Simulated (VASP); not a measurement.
Here is a VASP 6.6.1 calculation.

Contents of INCAR:

```
PREC = Accurate ; ENCUT = 520
EDIFF = 1E-6 ; ISMEAR = -1
SIGMA = 0.1 ; LREAL = False
LASPH = True ; NELM = 100
ALGO = Normal ; ISIF = 2
LWAVE = False ; LCHARG = False
GGA = PE ; NBANDS = 14
```

Contents of KPOINTS:

```
Automatic mesh
0
Gamma
  14 14 14
```

Contents of POSCAR:

```
Rh
1.0
    0.0000000000      1.9160595532      1.9160595532
    1.9160595532      0.0000000000      1.9160595532
    1.9160595532      1.9160595532      0.0000000000
Rh
1
Direct
    0.0000000000      0.0000000000      0.0000000000
```

Potentials or basis: VASP PAW PBE potentials, release 64 (Rh_pv).

Command:

```bash
$ cat potpaw_PBE.64/Rh_pv/POTCAR > POTCAR
$ mpirun -np 1 vasp_std > vasp.out
```

Problem. Estimate the pressure.

Solution. 0.0 GPa.
